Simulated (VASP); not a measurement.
A run of VASP 6.6.1:

The input INCAR:

```
PREC     = Accurate       # precision mode
ENCUT    = 520            # plane-wave cutoff, eV
EDIFF    = 1E-6           # SCF threshold, eV
ISMEAR   = 0              # smearing method
SIGMA    = 0.05           # smearing width, eV
LREAL    = Auto         
LASPH    = True           # aspherical terms in the spheres
NELM     = 150            # most SCF steps
ALGO     = Normal         # electronic algorithm
ISIF     = 2              # what is computed and relaxed
LWAVE    = False          # write WAVECAR
LCHARG   = False          # write CHGCAR
ISPIN    = 2              # spin polarisation
MAGMOM   = 1.5 1.5 1.5 1.5 1.5 1.5 1.5 1.5 0 0 0 0 0 0 0 0 # initial moments
LORBIT   = 11             # projections on sites
LMAXMIX  = 4              # l up to which the mixer works
GGA      = PE             # functional
NBANDS   = 70             # bands
```

The input KPOINTS:

```
regular mesh
0
Gamma
  6 6 6
```

Contents of POSCAR:

```
CoSi
1.0
    0.0000000000      4.4307937200      4.4307937200
    4.4307937200      0.0000000000      4.4307937200
    4.4307937200      4.4307937200      0.0000000000
Co Si
8 8
Direct
    0.0725144914      0.0725144914      0.0725144914
    0.5725144914      0.0725144914      0.2824565259
    0.2824565259      0.5725144914      0.0725144914
    0.0725144914      0.2824565259      0.5725144914
    0.5725144914      0.5725144914      0.5725144914
    1.0725144914      0.5725144914      0.7824565259
    0.7824565259      1.0725144914      0.5725144914
    0.5725144914      0.7824565259      1.0725144914
    0.4215829613      0.4215829613      0.4215829613
   -0.0784170387      0.4215829613      0.2352511161
    0.2352511161     -0.0784170387      0.4215829613
    0.4215829613      0.2352511161     -0.0784170387
    0.9215829613      0.9215829613      0.9215829613
    0.4215829613      0.9215829613      0.7352511161
    0.7352511161      0.4215829613      0.9215829613
    0.9215829613      0.7352511161      0.4215829613
```

Potentials or basis: VASP PAW PBE potentials, release 64 (Co, Si).

Command:

```bash
$ cat potpaw_PBE.64/Co/POTCAR potpaw_PBE.64/Si/POTCAR > POTCAR
$ mpirun -np 1 vasp_std > vasp.out
```

Hardware: 1 thread of Intel(R) Xeon(R) 6975P-C (Granite Rapids), on a shared host.

Estimate the wall time of this run.

It took 9.8 min on 1 thread of Intel(R) Xeon(R) 6975P-C (Granite Rapids), on a shared host, peak memory 0.56 GiB. Counts: scf iterations 16, k points 18.
